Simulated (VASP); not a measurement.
Set up this calculation in VASP 6.6.1, as the native input.

```
Task                   : single point
Functional             : LDA
Potentials or basis    : VASP PAW LDA potentials, release 64 (Pb_d, N)
Cutoff                 : 520 eV
k mesh                 : 6 × 6 × 1
Occupations            : gaussian, width 0.1 eV
Spin                   : no spin polarisation
Dipole correction      : yes
Further INCAR settings : ALGO = Normal; EDIFF = 1e-07; NBANDS = 68
```

The structure of Pb8N lies in POSCAR:

```
Pb8N
1.0
    6.9043188960      0.0000000000      0.0000000000
   -3.4521594480      5.9793155597      0.0000000000
    0.0000000000      0.0000000000     18.0587621687
Pb N
8 1
Direct
    0.3333333333      0.1666666667      0.2214991240
    0.3333333334      0.6666666667      0.2214991240
    0.8333333334      0.1666666667      0.2214991240
    0.8333333333      0.6666666667      0.2214991240
    0.1666666666      0.3333333333      0.3631900186
    0.1666666666      0.8333333333      0.3631900186
    0.6666666666      0.3333333333      0.3631900186
    0.6666666666      0.8333333333      0.3631900186
    0.2500000000      0.5000000000      0.4581114164
```

The input as run:

INCAR

```
ALGO = Normal ; DIPOL = 0.5 0.5 0.311
EDIFF = 1E-7 ; ENCUT = 520
IDIPOL = 3 ; ISIF = 2
ISMEAR = 0 ; LASPH = T
LCHARG = F ; LDIPOL = T
LREAL = F ; LWAVE = F
NBANDS = 68 ; NELM = 100
PREC = Accurate ; SIGMA = 0.1
```

KPOINTS

```
k-points
0
Gamma
  6 6 1
```

Potentials or basis: VASP PAW LDA potentials, release 64 (Pb_d, N).

Run with:

```sh
$ cat potpaw_LDA.64/Pb_d/POTCAR potpaw_LDA.64/N/POTCAR > POTCAR
$ mpirun -np 1 vasp_std > vasp.out
```

Results of the run:

```yaml
Largest_force: 1.257 eV/Å
Band_gap_on_the_k_mesh: zero (an odd number of electrons rules out a gap without spin polarisation)
```

Caveat: spin-orbit coupling is left out, which moves the levels of the heavy elements.

Run time: 60 min on 1 thread of Intel Xeon 8259CL, with other jobs on the host, peak memory 0.88 GiB.
